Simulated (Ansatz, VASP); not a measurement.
Given: the input of a run of Ansatz 0.2.0 on Si2Mo.

The input input.yaml:

```yaml
crystal:
  lattice:
    - [-1.5783757276, 1.5783757276, 3.8773786233]
    - [1.5783757276, -1.5783757276, 3.8773786233]
    - [1.5783757276, 1.5783757276, -3.8773786233]
  atoms:
    - { symbol: Mo, position: [0.0, 0.0, 0.0] }
    - { symbol: Si, position: [0.667, 0.667, 0.0] }
    - { symbol: Si, position: [0.333, 0.333, 0.0] }
hamiltonian:
  xc: pbesol
  pseudopotentials: { kind: paw }
  dispersion: d4
kpoints:
  mp_grid: { grid: [12, 12, 12] }
scf:
  occupations: { method: fermi_dirac, width: 0.05 }
output:
  forces: true
  stress: true
  eigenvalues: true
```

Potentials or basis: Ansatz PAW.

The run is started by

```sh
$ ansatz run input.yaml --threads 2 --pin off --max-ram 5120MiB --backend cpu --events-out ev --progress --plain --runs-dir out
```

Question: Translate it to VASP 6.6.1. Potentials there: VASP PAW PBE potentials, release 64 (Mo_sv, Si).

Answer: As run (the cutoff follows the program's own potentials):

The input INCAR:

```
PREC = Accurate ; ENCUT = 520
EDIFF = 1E-6 ; ISMEAR = -1
SIGMA = 0.05 ; LREAL = False
LASPH = True ; NELM = 80
ALGO = Normal ; ISIF = 2
LWAVE = False ; LCHARG = False
GGA = PS ; IVDW = 13
NBANDS = 18
```

The input KPOINTS:

```
regular mesh
0
Gamma
  12 12 12
```

The input POSCAR:

```
Si2Mo
1.0
   -1.5783757276      1.5783757276      3.8773786233
    1.5783757276     -1.5783757276      3.8773786233
    1.5783757276      1.5783757276     -3.8773786233
Mo Si
1 2
Direct
    0.0000000000      0.0000000000      0.0000000000
    0.6670000000      0.6670000000      0.0000000000
    0.3330000000      0.3330000000      0.0000000000
```

Potentials or basis: VASP PAW PBE potentials, release 64 (Mo_sv, Si).

Launch:

```sh
$ cat potpaw_PBE.64/Mo_sv/POTCAR potpaw_PBE.64/Si/POTCAR > POTCAR
$ mpirun -np 1 vasp_std > vasp.out
```

Both were run:

|  | VASP | Ansatz | Ansatz less VASP |
| --- | --- | --- | --- |
| gap on the k mesh at the Fermi level (eV) | none | none | - |
| pressure (GPa) | 3.3 | 2.9 | -0.43 |
| rms of the force components (eV/Å) | 0.123 | 0.126 | +0.0025 |

VASP's potentials were made for PBE, not for PBEsol. Atom by atom the forces differ by 0.002 eV/Å (rms over components). A gap of «none» marks a metal or a gap that the smearing closes.
